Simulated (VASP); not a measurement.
# Fe (Fmmm) in VASP: notebook

Aim: see how the results for Fe move with the level of theory and the settings. Levels: PBE, PBEsol, revPBE. Tasks: single point.

Everything below comes from runs of VASP 6.6.1. Logs are shortened: lines on timing, memory, paths and dates and some standing lists are left out, and cuts for length are marked.

## 1. The cell of the first run

The structure is orthorhombic, space group Fmmm (No. 69). Conventional cell: a = 2.997 Å, b = 3.883 Å, c = 3.930 Å, α = 90.00°, β = 90.00°, γ = 90.00°. Within 3.2 Å of Fe (site symmetry mmm) lie 14 Fe at 2.45 to 3.00 Å.

## 2. Single point, PBE, collinear spin, ferromagnetic start

INCAR

```
PREC = Accurate
ENCUT = 520
EDIFF = 1E-7
ISMEAR = 0
SIGMA = 0.022
LREAL = F
LASPH = T
NELM = 150
ALGO = Fast
ISIF = 2
LWAVE = F
LCHARG = F
ISPIN = 2
MAGMOM = 3
LORBIT = 11
LMAXMIX = 4
GGA = PE
NBANDS = 14
```

KPOINTS

```
regular mesh
0
Gamma
  13 13 13
```

POSCAR

```
Fe
1.0
    0.0000000000      1.9417396906      1.9651051623
    1.4984397099      0.0000000000      1.9651051623
    1.4984397099      1.9417396906      0.0000000000
Fe
1
Direct
    0.0000000000      0.0000000000      0.0000000000
```

Potentials or basis: VASP PAW PBE potentials, release 64 (Fe).

Started as:

```bash
> cat potpaw_PBE.64/Fe/POTCAR > POTCAR
> mpirun -np 1 vasp_std > vasp.out
```

OUTCAR:

```text
PREC = Accurate
   ENCUT = 520
   EDIFF = 1E-7
   ISMEAR = 0
   LREAL = F
   LASPH = T
   NELM = 150
   ISIF = 2
   ISPIN = 2
   LORBIT = 11
   GGA = PE

 ion  position               nearest neighbor table
   1  0.000  0.000  0.000-

  LATTYP: Found a face centered orthorhombic cell.
 ALAT       =     2.9968794198
 B/A-ratio  =     1.2958410524
 C/A-ratio  =     1.3114342535

  Lattice vectors:

 A1 = (   0.0000000000,   1.9417396906,   1.9651051623)
 A2 = (   1.4984397099,   0.0000000000,   1.9651051623)
 A3 = (   1.4984397099,   1.9417396906,   0.0000000000)

Analysis of symmetry for initial positions (statically):
=====================================================================
 Subroutine PRICEL returns:
 Original cell was already a primitive cell.

 Routine SETGRP: Setting up the symmetry group for a
 face centered orthorhombic supercell.

 Subroutine GETGRP returns: Found  8 space group operations
 (whereof  8 operations were pure point group operations)
 out of a pool of  8 trial point group operations.

The static configuration has the point symmetry D_2h.

Analysis of symmetry for dynamics (positions and initial velocities):
=====================================================================
 Subroutine PRICEL returns:
 Original cell was already a primitive cell.

 Routine SETGRP: Setting up the symmetry group for a
 face centered orthorhombic supercell.

 Subroutine GETGRP returns: Found  8 space group operations
 (whereof  8 operations were pure point group operations)
 out of a pool of  8 trial point group operations.

The dynamic configuration has the point symmetry D_2h.

Analysis of structural, dynamic, and magnetic symmetry:
=====================================================================
 Subroutine PRICEL returns:
 Original cell was already a primitive cell.

 Routine SETGRP: Setting up the symmetry group for a
 face centered orthorhombic supercell.

 Subroutine GETGRP returns: Found  8 space group operations
 (whereof  8 operations were pure point group operations)
 out of a pool of  8 trial point group operations.

The overall configuration has the point symmetry D_2h.

 Subroutine INISYM returns: Found  8 space group operations
 (whereof  8 operations are pure point group operations),
 and found     1 'primitive' translations

----------------------------------------------------------------------------------------

                                     Primitive cell

  volume of cell :      11.4353

  direct lattice vectors                    reciprocal lattice vectors
     0.000000000  1.941739691  1.965105162    -0.333680426  0.257501045  0.254439309
     1.498439710  0.000000000  1.965105162     0.333680426 -0.257501045  0.254439309
     1.498439710  1.941739691  0.000000000     0.333680426  0.257501045 -0.254439309

  length of vectors
     2.762605894  2.471226388  2.452687218     0.492329947  0.492329947  0.492329947

  position of ions in fractional coordinates (direct lattice)
     0.000000000  0.000000000  0.000000000

  ion indices of the primitive-cell ions
   primitive index   ion index
                 1           1

----------------------------------------------------------------------------------------

 KPOINTS: regular mesh

Automatic generation of k-mesh.
 Grid dimensions read from file:
 generate k-points for:   13   13   13

 Generating k-lattice:

  Cartesian coordinates                     Fractional coordinates (reciprocal lattice)
    -0.025667725  0.019807773  0.019572255     0.076923077  0.000000000  0.000000000
     0.025667725 -0.019807773  0.019572255     0.000000000  0.076923077 -0.000000000
     0.025667725  0.019807773 -0.019572255     0.000000000 -0.000000000  0.076923077

  Length of vectors
     0.037871534  0.037871534  0.037871534

  Shift w.r.t. Gamma in fractional coordinates (k-lattice)
     0.000000000  0.000000000  0.000000000

 Subroutine IBZKPT returns following result:
 ===========================================

 Found    343 irreducible k-points:

 Following reciprocal coordinates:
            Coordinates               Weight
  0.000000  0.000000  0.000000      1.000000
  0.076923  0.000000 -0.000000      8.000000
  0.153846 -0.000000  0.000000      8.000000
  0.230769 -0.000000 -0.000000      8.000000
  0.307692 -0.000000  0.000000      8.000000
  0.384615  0.000000  0.000000      8.000000
[... 16 lines left out ...]
  0.384615  0.153846  0.000000      8.000000
  0.461538  0.153846 -0.000000      8.000000
 [... further k-points ...]
   k-points           NKPTS =    343   k-points in BZ     NKDIM =    343   number of bands    NBANDS=     14
   number of dos      NEDOS =    301   number of ions     NIONS =      1
   total plane-waves  NPLWV =   7776
   dimension x,y,z NGX =    24 NGY =   18 NGZ =   18
   dimension x,y,z NGXF=    48 NGYF=   36 NGZF=   36
   ions per type =               1
   NGX,Y,Z   is equivalent  to a cutoff of  14.44, 12.11, 12.20 a.u.
[... 33 lines left out ...]
  Fermi-wavevector in a.u.,A,eV,Ry     =   1.453303  2.746344 28.736719  2.112089
  Thomas-Fermi vector in A             =   2.570585
   LORBIT       =     11    0 simple, 1 ext, 2 COOP (PROOUT), +10 PAW based schemes
   GGA     = PE    functional components
   LHFCALC =     F    Hartree Fock is set to
   AEXX    =    0.0000 exact exchange contribution
   IVDW    =     0    specifies the selected vdW correction
   LEPSILON=     F    determine dielectric tensor
   LRPA    =     F    only Hartree local field effects (RPA)
 spin polarized calculation
 RMM-DIIS sequential band-by-band and
 Gauss-broadening in eV      SIGMA  =   0.02
  energy-cutoff  :      520.00
  volume of cell :       11.44
 maximum number of plane-waves:       337
 NGX is ok and might be reduce to    24
   NGX = 11   NGY =  9   NGZ =  9

 number of electron       8.0000000 magnetization       2.1906442

 Free energy of the ion-electron system (eV)
  ---------------------------------------------------
  ext. energy  EPLUGINS =         0.00000000
  ---------------------------------------------------
  free energy    TOTEN  =        -8.22115163 eV

  energy without entropy =       -8.22081001  energy(sigma->0) =       -8.22098082

 E-fermi :   5.7898     XC(G=0): -13.0783

 val. band max:        5.7890451058   @ k =  -0.3846   0.1538   0.0769
 cond. band min:       5.7910117765   @ k =   0.0000   0.4615   0.4615
 fundamental gap:      0.0019666707
 Fermi energy:         5.7897722393

 spin component 1

 k-point     1 :       0.0000    0.0000    0.0000
  band No.  band energies     occupation
      1      -2.6331      1.00000
      2       3.3364      1.00000
      3       3.4179      1.00000
      4       3.7479      1.00000
      5       4.4396      1.00000
      6       4.8245      1.00000
      7      29.6406      0.00000
      8      31.1188      0.00000
      9      31.3764      0.00000
     10      35.2905      0.00000
     11      36.3652      0.00000
     12      36.6162      0.00000
     13      37.1447      0.00000
     14      37.2387      0.00000
[... 375 lines left out ...]
 k-point    24 :       0.4615    0.1538   -0.0000
  band No.  band energies     occupation
      1       1.3098      1.00000
      2       2.6436      1.00000
      3       3.4229      1.00000
      4       4.4638      1.00000
      5       5.1914      1.00000
      6       7.0649      0.00000
      7      15.5259      0.00000
      8      21.3615      0.00000
      9      26.0103      0.00000
     10      31.6691      0.00000
     11      34.9344      0.00000
     12      38.3587      0.00000
     13      44.6983      0.00000
     14      46.3293      0.00000

 [... further k-points ...]

 spin component 2

 k-point     1 :       0.0000    0.0000    0.0000
  band No.  band energies     occupation
      1      -2.4748      1.00000
      2       5.1514      1.00000
      3       5.3147      1.00000
      4       5.8033      0.19183
      5       7.0678      0.00000
      6       7.6784      0.00000
      7      29.3481      0.00000
      8      30.8920      0.00000
      9      31.1908      0.00000
     10      35.6332      0.00000
     11      36.3691      0.00000
     12      37.6602      0.00000
     13      37.7789      0.00000
     14      37.8527      0.00000
[... 375 lines left out ...]
 k-point    24 :       0.4615    0.1538   -0.0000
  band No.  band energies     occupation
      1       2.2960      1.00000
      2       4.4006      1.00000
      3       4.7113      1.00000
      4       6.9279      0.00000
      5       7.8415      0.00000
      6       8.8438      0.00000
      7      16.4814      0.00000
      8      21.8899      0.00000
      9      26.5040      0.00000
     10      31.8353      0.00000
     11      35.3062      0.00000
     12      38.8575      0.00000
     13      44.8332      0.00000
     14      46.9269      0.00000

 [... further k-points ...]

------------------------ aborting loop because EDIFF is reached ----------------------------------------

  FORCE on cell =-STRESS in cart. coord.  units (eV):
  Direction    XX          YY          ZZ          XY          YZ          ZX
  --------------------------------------------------------------------------------------
  -------------------------------------------------------------------------------------
  Total       -0.4500999      0.1238518      0.0778276      0.0000000      0.0000000      0.0000000
  in kB      -63.0628272     17.3526875     10.9043072      0.0000000      0.0000000      0.0000000
  external PRESSURE =     -11.6019442 kB  Pullay stress =       0.0000000 kB

 VOLUME and BASIS-vectors are now :
 -----------------------------------------------------------------------------
  energy-cutoff  :      520.00
  volume of cell :       11.44
      direct lattice vectors                 reciprocal lattice vectors
     0.000000000  1.941739691  1.965105162    -0.333680426  0.257501045  0.254439309
     1.498439710  0.000000000  1.965105162     0.333680426 -0.257501045  0.254439309
     1.498439710  1.941739691  0.000000000     0.333680426  0.257501045 -0.254439309

 POSITION                                       TOTAL-FORCE (eV/Angst)
 -----------------------------------------------------------------------------------
      0.00000      0.00000      0.00000         0.000000      0.000000      0.000000
 -----------------------------------------------------------------------------------
    total drift:                                0.000000     -0.000000      0.000000

  FREE ENERGIE OF THE ION-ELECTRON SYSTEM (eV)
  ---------------------------------------------------
  free  energy   TOTEN  =        -8.2211516286 eV

  energy  without entropy=       -8.2208100107  energy(sigma->0) =       -8.22098082

 total charge

# of ion       s       p       d       tot
------------------------------------------
    1        0.484   0.535   6.237   7.256

 magnetization (x)

# of ion       s       p       d       tot
------------------------------------------
    1       -0.015  -0.057   2.263   2.190
```

Run time: 87 s. Hardware: 1 thread of Intel Xeon 8259CL, shared host; peak memory 0.2 GiB.

Results:

```yaml
Free_energy: -8.2212 eV
Pressure: -1.2 GPa
Net_moment: 2.19 μB per cell
Site_moments: Fe +2.19 μB
Valence_electrons_inside_the_program's_atomic_spheres: Fe 7.26
```

Stress tensor (GPa, compression positive):
```
-6.31  0.00  0.00
 0.00  1.74  0.00
 0.00  0.00  1.09
```

Levels at points of the mesh, in eV from the Fermi level:
Spin up:
| k point | band 1 | band 2 | band 3 | band 4 | band 5 | band 6 | band 7 | band 8 | band 9 | band 10 |
| --- | --- | --- | --- | --- | --- | --- | --- | --- | --- | --- |
| (0.00, 0.00, 0.00) | -8.42 | -2.45 | -2.37 | -2.04 | -1.35 | -0.97 | 23.85 | 25.33 | 25.59 | 29.50 |
Spin down:
| k point | band 1 | band 2 | band 3 | band 4 | band 5 | band 6 | band 7 | band 8 |
| --- | --- | --- | --- | --- | --- | --- | --- | --- |
| (0.00, 0.00, 0.00) | -8.26 | -0.64 | -0.48 | 0.01 | 1.28 | 1.89 | 23.56 | 25.10 |

## 3. Single point, PBEsol

INCAR

```
  PREC = Accurate
  ENCUT = 520
  EDIFF = 1E-6
  ISMEAR = -1
  SIGMA = 0.05
  LREAL = F
  LASPH = T
  NELM = 100
  ALGO = Fast
  ISIF = 2
  LWAVE = F
  LCHARG = T
  GGA = PS
  LELF = T
  LVHAR = T
  NBANDS = 10
```

KPOINTS

```
Automatic mesh
0
Gamma
  13 13 13
```

POSCAR is that of step 2.

Potentials or basis: VASP PAW PBE potentials, release 64 (Fe).

Started as:

```bash
> cat potpaw_PBE.64/Fe/POTCAR > POTCAR
> mpirun -np 1 vasp_std > vasp.out
```

Run time: 42 s. Hardware: 1 thread of Intel Xeon 8259CL, shared host; peak memory 0.16 GiB.

It converged, with:

```yaml
Free_energy: -8.4435 eV
Pressure: -29.0 GPa
Band_gap_on_the_k_mesh: zero (bands 4 and 5 overlap by 1.72 eV)
```

Stress tensor (GPa, compression positive):
```
-14.07   0.00   0.00
  0.00 -35.32   0.00
  0.00   0.00 -37.69
```

Levels at points of the mesh, in eV from the Fermi level:
```csv
k point,band 1,band 2,band 3,band 4,band 5,band 6,band 7,band 8,band 9
"(0.00, 0.00, 0.00)",-8.40,-1.75,-1.63,-1.24,-0.32,0.17,23.72,25.21,25.49
```

Caveat: the cell stands under tension; the PAW data sets were made with another functional, which shifts forces and pressure a little; the run has no spin polarisation, though such a crystal can be magnetic.

## 4. Single point, PBEsol, collinear spin, ferromagnetic start

INCAR

```
PREC = Accurate
ENCUT = 520
EDIFF = 1E-6
ISMEAR = -1
SIGMA = 0.05
LREAL = F
LASPH = T
NELM = 150
ALGO = Fast
ISIF = 2
LWAVE = F
LCHARG = T
ISPIN = 2
MAGMOM = -2.74
LORBIT = 11
LMAXMIX = 4
GGA = PS
LELF = T
LVHAR = T
NBANDS = 14
```

KPOINTS

```
regular mesh
0
Gamma
  13 13 13
```

POSCAR is that of step 3.

Started as:

```bash
> cat potpaw_PBE.64/Fe/POTCAR > POTCAR
> mpirun -np 1 vasp_std > vasp.out
```

It took 2 min on 1 thread of Intel Xeon 8259CL, shared host; peak memory 0.2 GiB.

Results (log left out):

```yaml
Free_energy: -8.8807 eV
Pressure: -10.4 GPa
Net_moment: -2.20 μB per cell
Site_moments: Fe -2.19 μB
Valence_electrons_inside_the_program's_atomic_spheres: Fe 7.26
```

Stress tensor (GPa, compression positive):
```
-15.50   0.00   0.00
  0.00  -7.21   0.00
  0.00   0.00  -8.62
```

Levels at points of the mesh, in eV from the Fermi level:
Spin up:
```
           k point  band 1  band 2  band 3  band 4  band 5  band 6
(0.00, 0.00, 0.00)   -8.26   -0.61   -0.47    0.02    1.22    1.81
```
Spin down:
| k point | band 2 | band 3 | band 4 | band 5 | band 6 | band 7 | band 8 | band 9 |
| --- | --- | --- | --- | --- | --- | --- | --- | --- |
| (0.00, 0.00, 0.00) | -2.48 | -2.38 | -2.05 | -1.31 | -0.92 | 23.75 | 25.23 | 25.49 |

Caveat: the cell stands under tension; the PAW data sets were made with another functional, which shifts forces and pressure a little.

## 5. Single point, PBEsol, collinear spin, ferromagnetic start

INCAR

```
  ALGO = Fast
  EDIFF = 1E-6
  ENCUT = 520
  GGA = PS
  ISIF = 2
  ISMEAR = -1
  ISPIN = 2
  LASPH = True
  LCHARG = False
  LMAXMIX = 4
  LORBIT = 11
  LREAL = False
  LWAVE = False
  MAGMOM = 4.5
  NBANDS = 14
  NELM = 150
  PREC = Accurate
  SIGMA = 0.05
```

KPOINTS

```
k-points
0
Gamma
  13 13 13
```

POSCAR is that of step 4.

Started as:

```bash
> cat potpaw_PBE.64/Fe/POTCAR > POTCAR
> mpirun -np 1 vasp_std > vasp.out
```

Run time: 1.8 min. Hardware: 1 thread of Intel Xeon 8259CL, shared host; peak memory 0.2 GiB.

The run converged. Its results:

| Item | Value |
| --- | --- |
| Free energy | -8.8807 eV |
| Pressure | -10.3 GPa |
| Net moment | 2.20 μB per cell |
| Site moments | Fe +2.19 μB |
| Valence electrons inside the program's atomic spheres | Fe 7.26 |

Stress tensor (GPa, compression positive):
```
-15.37   0.00   0.00
  0.00  -7.08   0.00
  0.00   0.00  -8.49
```

Levels at points of the mesh, in eV from the Fermi level:
Spin up:
```csv
k point,band 3,band 4,band 5,band 6,band 7,band 8
"(0.00, 0.00, 0.00)",-2.38,-2.05,-1.31,-0.92,23.75,25.23
```
Spin down:
| k point | band 1 | band 2 | band 3 | band 4 | band 5 | band 6 | band 7 | band 8 |
| --- | --- | --- | --- | --- | --- | --- | --- | --- |
| (0.00, 0.00, 0.00) | -8.25 | -0.61 | -0.47 | 0.02 | 1.22 | 1.81 | 23.64 | 25.17 |

Caveat: the cell stands under tension; the PAW data sets were made with another functional, which shifts forces and pressure a little.

## 6. Single point, revPBE, collinear spin, ferromagnetic start

INCAR

```
ALGO     = Normal         # electronic algorithm
EDIFF    = 1E-6           # SCF threshold, eV
ENCUT    = 520            # plane-wave cutoff, eV
GGA      = RE             # functional
ISIF     = 2              # what is computed and relaxed
ISMEAR   = -1             # smearing method
ISPIN    = 2              # spin polarisation
LASPH    = T              # aspherical terms in the spheres
LCHARG   = F              # write CHGCAR
LMAXMIX  = 4              # l up to which the mixer works
LORBIT   = 11             # projections on sites
LREAL    = F              # projectors in reciprocal space
LWAVE    = F              # write WAVECAR
MAGMOM   = 3              # initial moments
NBANDS   = 14             # bands
NELM     = 150            # most SCF steps
PREC     = Accurate       # precision mode
SIGMA    = 0.05           # smearing width, eV
```

KPOINTS is that of step 5.

POSCAR is that of step 5.

Potentials or basis: VASP PAW PBE potentials, release 64 (Fe).

Started as:

```bash
> cat potpaw_PBE.64/Fe/POTCAR > POTCAR
> mpirun -np 1 vasp_std > vasp.out
```

Run time: 41 s. Hardware: 1 thread of Intel Xeon 6975P-C (Granite Rapids), shared host; peak memory 0.2 GiB.

It converged, with:

| Property | Result |
| --- | --- |
| Free energy | -7.8409 eV |
| Pressure | 3.5 GPa |
| Net moment | 2.23 μB per cell |
| Site moments | Fe +2.23 μB |
| Valence electrons inside the program's atomic spheres | Fe 7.25 |

Stress tensor (GPa, compression positive):
```
-1.36  0.00  0.00
 0.00  6.71  0.00
 0.00  0.00  5.24
```

Levels at points of the mesh, in eV from the Fermi level:
Spin up:
| k point | band 1 | band 2 | band 3 | band 4 | band 5 | band 6 | band 7 | band 8 | band 9 | band 10 |
| --- | --- | --- | --- | --- | --- | --- | --- | --- | --- | --- |
| (0.00, 0.00, 0.00) | -8.40 | -2.46 | -2.38 | -2.06 | -1.36 | -0.98 | 23.85 | 25.33 | 25.59 | 29.52 |
Spin down:
| k point | band 1 | band 2 | band 3 | band 4 | band 5 | band 6 | band 7 | band 8 |
| --- | --- | --- | --- | --- | --- | --- | --- | --- |
| (0.00, 0.00, 0.00) | -8.26 | -0.58 | -0.42 | 0.08 | 1.34 | 1.97 | 23.50 | 25.05 |

Caveat: the cell stands under pressure; the PAW data sets were made with another functional, which shifts forces and pressure a little.

## 7. Overview

| level | spin | smearing | gap on the mesh (eV) | pressure (GPa) | moment (μB) |
| --- | --- | --- | --- | --- | --- |
| PBE | collinear, ferromagnetic start | gaussian 0.022 eV | none | -1.2 | 2.19 |
| PBEsol | off | fermi-dirac 0.05 eV | none | -29.0 | - |
| PBEsol | collinear, ferromagnetic start | fermi-dirac 0.05 eV | none | -10.3 | 2.20 |
| revPBE | collinear, ferromagnetic start | fermi-dirac 0.05 eV | none | 3.5 | 2.23 |

Alike in all rows: task single point; potentials or basis VASP PAW PBE potentials, release 64 (Fe); cell as given; k mesh 13 × 13 × 13; cutoff (eV) 520.

The pressure there spans -29.0 GPa (PBEsol) to 3.5 GPa (revPBE); a positive pressure means that this level wants a larger cell, a negative one a smaller.

Caveats: the PAW data sets were made with another functional, which shifts forces and pressure a little (at least some runs); the cell stands under tension (at least some runs); the cell stands under pressure (at least some runs).

Total energies depend on the potentials used, so only differences within one code and one set of settings carry meaning.
